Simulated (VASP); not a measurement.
Set up this calculation in VASP 6.6.1, as the native input.

| Quantity | Value |
| --- | --- |
| Task | single point |
| Functional | LDA |
| Potentials or basis | VASP PAW LDA potentials, release 64 (Ba_sv) |
| Cutoff | 520 eV |
| k mesh | 7 × 7 × 7, shifted |
| Occupations | fermi-dirac, width 0.05 eV |
| Spin | no spin polarisation |
| Dipole correction | no |
| Further INCAR settings | ALGO = Normal; EDIFF = 1e-06; NBANDS = 11 |

The structure of Ba lies in POSCAR:

```
Ba
1.0
    3.7114338995      0.0000000000      0.0000000000
    0.0000000000      3.7114338995      0.0000000000
    0.0000000000      0.0000000000      3.7114338995
Ba
1
Direct
    0.0000000000      0.0000000000      0.0000000000
```

These files were run (other wordings do the same):

INCAR

```
PREC = Accurate
ENCUT = 520
EDIFF = 1E-6
ISMEAR = -1
SIGMA = 0.05
LREAL = False
LASPH = True
NELM = 80
ALGO = Normal
ISIF = 2
LWAVE = False
LCHARG = True
LELF = True
LVHAR = True
NBANDS = 11
```

KPOINTS

```
Automatic mesh
0
Gamma
  7 7 7
  0.5 0.5 0.5
```

Potentials or basis: VASP PAW LDA potentials, release 64 (Ba_sv).

Run with:

```sh
$ cat potpaw_LDA.64/Ba_sv/POTCAR > POTCAR
$ mpirun -np 1 vasp_std > vasp.out
```

It gave:

```
Pressure               : 0.3 GPa
Band gap on the k mesh : zero (band 5 reaches 2.07 eV, above the bottom of band 6 at 1.85 eV)
```

Caveat: spin-orbit coupling is left out, which moves the levels of the heavy elements.

It took 7.4 s on 1 thread of Intel(R) Xeon(R) Platinum 8259CL CPU @ 2.50GHz (Skylake/Cascade Lake), on a shared host, peak memory 0.14 GiB.
